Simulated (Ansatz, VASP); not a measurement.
# Two plane-wave programs on CdTe

File POSCAR:

```
CdTe
1.0
    0.0000000000      3.2678590959      3.2678590959
    3.2678590959      0.0000000000      3.2678590959
    3.2678590959      3.2678590959      0.0000000000
Te Cd
1 1
Direct
    0.7500000000      0.7500000000      0.7500000000
    0.0000000000      0.0000000000      0.0000000000
```

The input INCAR.step1:

```
SYSTEM = CdTe
  PREC = Accurate
  ENCUT = 520
  EDIFF = 1E-5
  ISMEAR = -1
  SIGMA = 0.05
  LREAL = .FALSE.
  LASPH = .TRUE.
  NELM = 100
  ALGO = Normal
  ISIF = 2
  LWAVE = .TRUE.
  LCHARG = .FALSE.
  NBANDS = 16
  GGA = PE
```

The input INCAR.step2:

```
SYSTEM = CdTe
  PREC = Accurate
  ENCUT = 520
  EDIFF = 1E-6
  ISMEAR = -1
  SIGMA = 0.05
  LREAL = .FALSE.
  LASPH = .TRUE.
  NELM = 100
  ALGO = Normal
  ISIF = 2
  LWAVE = .FALSE.
  LCHARG = .FALSE.
  METAGGA = R2SCAN
  LHFCALC = .TRUE.
  AEXX = 0.5
  LMIXTAU = .TRUE.
  PRECFOCK = Normal
  NBANDS = 16
  ISTART = 1
```

KPOINTS

```
regular mesh
0
G
  4 4 4
  0 0 0
```

The input input.yaml:

```yaml
crystal:
  lattice:
    - [0.0, 3.2678590959, 3.2678590959]
    - [3.2678590959, 0.0, 3.2678590959]
    - [3.2678590959, 3.2678590959, 0.0]
  atoms:
    - { symbol: Te, position: [0.75, 0.75, 0.75] }
    - { symbol: Cd, position: [0.0, 0.0, 0.0] }
hamiltonian:
  xc: r2scan50
  pseudopotentials: { kind: paw }
kpoints:
  mp_grid: { grid: [4, 4, 4] }
scf:
  occupations: { method: fermi_dirac, width: 0.05 }
output:
  forces: true
  stress: true
  eigenvalues: true
  write_density: true
  write_potential: true
  elf: true
  volumetric_format: npy
```

Alike in both runs: task single point; functional r2SCAN50; k mesh 4 × 4 × 4; occupations fermi-dirac, width 0.05 eV; no spin polarisation.

|  | VASP | Ansatz |
| --- | --- | --- |
| version | VASP 6.6.1 | Ansatz 0.2.0 |
| potentials or method | VASP PAW PBE potentials, release 64 (Te, Cd) | Ansatz PAW |
| plane-wave cutoff (eV) | 520 | 500 |
| valence electrons in the cell | 18 | 36 |

|  | VASP | Ansatz | Ansatz less VASP |
| --- | --- | --- | --- |
| gap on the k mesh at the Fermi level (eV) | 3.76 | 3.86 | +0.107 |
| least direct gap on the mesh (eV) | 3.76 | 3.86 | +0.107 |
| pressure (GPa) | -0.9 | -0.5 | +0.41 |

VASP's potentials were made for PBE, not for r2SCAN50. VASP's potentials hold 18 valence electrons a cell and Ansatz's 36, so a difference there can come from the potentials and not from the codes.

Neither program's run includes spin-orbit coupling.
